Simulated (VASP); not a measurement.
# GaSb (F-43m) in VASP: further runs, part 2 of 2

VASP 6.6.1. Earlier steps stand in the parts before.

## 5. Single point, PBE (volume changed by +3%)

INCAR reads:

```
SYSTEM = GaSb
  ALGO = Normal
  EDIFF = 1E-6
  ENCUT = 520
  GGA = PE
  ISIF = 2
  ISMEAR = -1
  LASPH = .TRUE.
  LCHARG = .FALSE.
  LREAL = .FALSE.
  LWAVE = .FALSE.
  NBANDS = 16
  NELM = 60
  PREC = Accurate
  SIGMA = 0.02
```

KPOINTS reads:

```
k-points
0
G
  6 6 6
  0 0 0
```

POSCAR reads:

```
GaSb
1.0
    0.0000000000      3.1398491691      3.1398491691
    3.1398491691      0.0000000000      3.1398491691
    3.1398491691      3.1398491691      0.0000000000
Ga Sb
1 1
Direct
    0.0000000000      0.0000000000      0.0000000000
    0.2500000000      0.2500000000      0.2500000000
```

Potentials or basis: VASP PAW PBE potentials, release 64 (Ga_d, Sb).

On the command line:

```bash
> cat potpaw_PBE.64/Ga_d/POTCAR potpaw_PBE.64/Sb/POTCAR > POTCAR
> mpirun -np 1 vasp_std > vasp.out
```

OUTCAR:

```text
SYSTEM = GaSb
   EDIFF = 1E-6
   ENCUT = 520
   GGA = PE
   ISIF = 2
   ISMEAR = -1
   LASPH = .TRUE.
   LREAL = .FALSE.
   NELM = 60
   PREC = Accurate

 ion  position               nearest neighbor table
   1  0.000  0.000  0.000-   2 2.72   2 2.72   2 2.72   2 2.72
   2  0.250  0.250  0.250-   1 2.72   1 2.72   1 2.72   1 2.72

  LATTYP: Found a face centered cubic cell.
 ALAT       =     6.2796983382

  Lattice vectors:

 A1 = (   0.0000000000,   3.1398491691,   3.1398491691)
 A2 = (   3.1398491691,   0.0000000000,   3.1398491691)
 A3 = (   3.1398491691,   3.1398491691,   0.0000000000)

Analysis of symmetry for initial positions (statically):
=====================================================================
 Subroutine PRICEL returns:
 Original cell was already a primitive cell.

 Routine SETGRP: Setting up the symmetry group for a
 face centered cubic supercell.

 Subroutine GETGRP returns: Found 24 space group operations
 (whereof 24 operations were pure point group operations)
 out of a pool of 48 trial point group operations.

The static configuration has the point symmetry T_d .

[... 149 lines left out ...]
  energy without entropy =       -7.33654206  energy(sigma->0) =       -7.33671891

 E-fermi :   4.1258     XC(G=0):  -8.7455

 val. band max:        4.1118999478   @ k =   0.0000   0.0000   0.0000
 cond. band min:       4.3603865917   @ k =   0.5000   0.0000   0.0000
 fundamental gap:      0.2484866438
 Fermi energy:         4.1257615855

 k-point     1 :       0.0000    0.0000    0.0000
  band No.  band energies     occupation
      1     -10.7938      2.00000
      2     -10.7938      2.00000
      3     -10.7938      2.00000
      4     -10.7552      2.00000
      5     -10.7552      2.00000
      6      -6.8478      2.00000
[... 281 lines left out ...]
      3     -10.7763      2.00000
      4     -10.7608      2.00000
      5     -10.7536      2.00000
      6      -4.6721      2.00000
[... 8 lines left out ...]
     15      13.7199      0.00000
     16      15.0788      0.00000

------------------------ aborting loop because EDIFF is reached ----------------------------------------

  FORCE on cell =-STRESS in cart. coord.  units (eV):
  Direction    XX          YY          ZZ          XY          YZ          ZX
  --------------------------------------------------------------------------------------
  -------------------------------------------------------------------------------------
  Total       -0.4531676     -0.4531676     -0.4531676     -0.0000000      0.0000000     -0.0000000
  in kB      -11.7277065    -11.7277065    -11.7277065     -0.0000000      0.0000000     -0.0000000
  external PRESSURE =     -11.7277065 kB  Pullay stress =       0.0000000 kB

 VOLUME and BASIS-vectors are now :
 -----------------------------------------------------------------------------
  energy-cutoff  :      520.00
  volume of cell :       61.91
      direct lattice vectors                 reciprocal lattice vectors
     0.000000000  3.139849169  3.139849169    -0.159243318  0.159243318  0.159243318
     3.139849169  0.000000000  3.139849169     0.159243318 -0.159243318  0.159243318
     3.139849169  3.139849169  0.000000000     0.159243318  0.159243318 -0.159243318

 POSITION                                       TOTAL-FORCE (eV/Angst)
 -----------------------------------------------------------------------------------
      0.00000      0.00000      0.00000         0.000000      0.000000      0.000000
      1.56992      1.56992      1.56992        -0.000000     -0.000000     -0.000000
 -----------------------------------------------------------------------------------
    total drift:                                0.000001      0.000001      0.000001

  FREE ENERGIE OF THE ION-ELECTRON SYSTEM (eV)
  ---------------------------------------------------
  free  energy   TOTEN  =        -7.3368957644 eV

  energy  without entropy=       -7.3365420649  energy(sigma->0) =       -7.33671891
```

OSZICAR:

```text
N       E                     dE             d eps       ncg     rms          rms(c)
DAV:   1     0.851258407978E+02    0.85126E+02   -0.85286E+03   512   0.133E+03
DAV:   2    -0.886454831410E+00   -0.86012E+02   -0.83276E+02   608   0.306E+02
DAV:   3    -0.726731785737E+01   -0.63809E+01   -0.63651E+01   584   0.655E+01
DAV:   4    -0.737952769984E+01   -0.11221E+00   -0.11219E+00   672   0.970E+00
DAV:   5    -0.738236925364E+01   -0.28416E-02   -0.28415E-02   656   0.135E+00    0.290E+00
DAV:   6    -0.734476687094E+01    0.37602E-01   -0.62966E-02   736   0.371E+00    0.172E+00
DAV:   7    -0.733523920375E+01    0.95277E-02   -0.33755E-02   576   0.143E+00    0.348E-01
DAV:   8    -0.733630407993E+01   -0.10649E-02   -0.44011E-03   672   0.728E-01    0.691E-02
DAV:   9    -0.733680582694E+01   -0.50175E-03   -0.63314E-04   600   0.205E-01    0.288E-02
DAV:  10    -0.733688612888E+01   -0.80302E-04   -0.87405E-05   656   0.493E-02    0.930E-03
DAV:  11    -0.733689469125E+01   -0.85624E-05   -0.14504E-05   608   0.302E-02    0.526E-03
DAV:  12    -0.733689607622E+01   -0.13850E-05   -0.25060E-06   672   0.835E-03    0.392E-03
DAV:  13    -0.733689576439E+01    0.31183E-06   -0.17749E-07   464   0.361E-03
   1 F= -.73368958E+01 E0= -.73367189E+01  d E =-.353700E-03
```

stdout:

```text
POSCAR found type information on POSCAR GaSb
 POSCAR found :  2 types and       2 ions
 scaLAPACK will be used
 LDA part: xc-table for (Slater+PW92), standard interpolation
 POSCAR, INCAR and KPOINTS ok, starting setup
 FFT: planning ... GRIDC
 FFT: planning ... GRID_SOFT
 FFT: planning ... GRID
 WAVECAR not read
 entering main loop
```

It took 11 s on 1 thread of AMD EPYC 9R45 (Zen 5), shared host; peak memory 0.17 GiB.

What came out:

| Property | Result |
| --- | --- |
| Free energy | -7.3369 eV |
| Pressure | -1.2 GPa |
| Band gap on the k mesh | zero (filled and empty bands touch) |

Caveat: spin-orbit coupling is left out, which moves the levels of the heavy elements.

## 6. Overview

| cell | gap on the mesh (eV) | pressure (GPa) |
| --- | --- | --- |
| a = 4.307 Å, angles 60.0°, 2 atoms | 0.13 | 3.1 |
| a = 4.352 Å, angles 60.0°, 2 atoms | none | 1.6 |
| a = 4.397 Å, angles 60.0°, 2 atoms | none | 0.1 |
| a = 4.440 Å, angles 60.0°, 2 atoms | none | -1.2 |

Alike in all rows: task single point; level PBE; potentials or basis VASP PAW PBE potentials, release 64 (Ga_d, Sb); no spin polarisation; k mesh 6 × 6 × 6; cutoff (eV) 520; smearing fermi-dirac 0.02 eV.

Caveats: spin-orbit coupling is left out, which moves the levels of the heavy elements.

Absolute energies hang on the potentials; compare differences alone.
